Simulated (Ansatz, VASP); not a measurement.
One calculation of CdTe, two programs

The input INCAR:

```
SYSTEM = CdTe
PREC = Accurate
ENCUT = 600
EDIFF = 1E-6
ISMEAR = -1
SIGMA = 0.05
LREAL = .FALSE.
LASPH = .TRUE.
NELM = 60
ALGO = Normal
ISIF = 3
LWAVE = .FALSE.
LCHARG = .FALSE.
GGA = RE
IVDW = 12
IBRION = 2
NSW = 60
EDIFFG = -0.01
```

The input KPOINTS:

```
regular mesh
0
G
  7 7 7
  0 0 0
```

POSCAR

```
CdTe
1.0
    0.0000000000      3.2050000000      3.2050000000
    3.2050000000      0.0000000000      3.2050000000
    3.2050000000      3.2050000000      0.0000000000
Te Cd
1 1
Direct
    0.7500000000      0.7500000000      0.7500000000
    0.0000000000      0.0000000000      0.0000000000
```

input.yaml

```yaml
crystal:
  lattice:
    - [0.0, 3.205, 3.205]
    - [3.205, 0.0, 3.205]
    - [3.205, 3.205, 0.0]
  atoms:
    - { symbol: Te, position: [0.75, 0.75, 0.75] }
    - { symbol: Cd, position: [0.0, 0.0, 0.0] }
hamiltonian:
  xc: revpbe
  pseudopotentials: { kind: paw }
  dispersion: d3bj
kpoints:
  mp_grid: { grid: [7, 7, 7] }
scf:
  occupations: { method: fermi_dirac, width: 0.05 }
output:
  forces: true
  stress: true
relax:
  f_tol: 0.01
  max_steps: 40
  cell: { stress_tol: 0.05 }
```

Alike in both runs: task relaxation of cell and atoms; functional revPBE; dispersion D3(BJ); k mesh 7 × 7 × 7; occupations fermi-dirac, width 0.05 eV; no spin polarisation.

```csv
,VASP,Ansatz
version,VASP 6.6.1,Ansatz 0.2.0
potentials or method,"VASP PAW PBE potentials, release 64 (Te, Cd)",Ansatz PAW
plane-wave cutoff (eV),600,420
valence electrons in the cell,18,36
```

|  | VASP | Ansatz | Ansatz less VASP |
| --- | --- | --- | --- |
| relaxed volume (Å³/atom) | 34.21 | 34.14 | -0.072 |
| relaxed cell length with the largest relative difference (Å) | 4.591 | 4.588 | -0.0032 |

VASP's potentials were made for PBE, not for revPBE. VASP's potentials hold 18 valence electrons a cell and Ansatz's 36, so a difference there can come from the potentials and not from the codes.

Neither program's run includes spin-orbit coupling. Noted on Ansatz's run: odd divisions of the mesh miss points on the zone boundary, where band edges often lie, so the gap on the mesh can be too wide; the plane-wave basis is chosen anew once the cell has moved, so the energies of steps on either side of that aren't comparable.
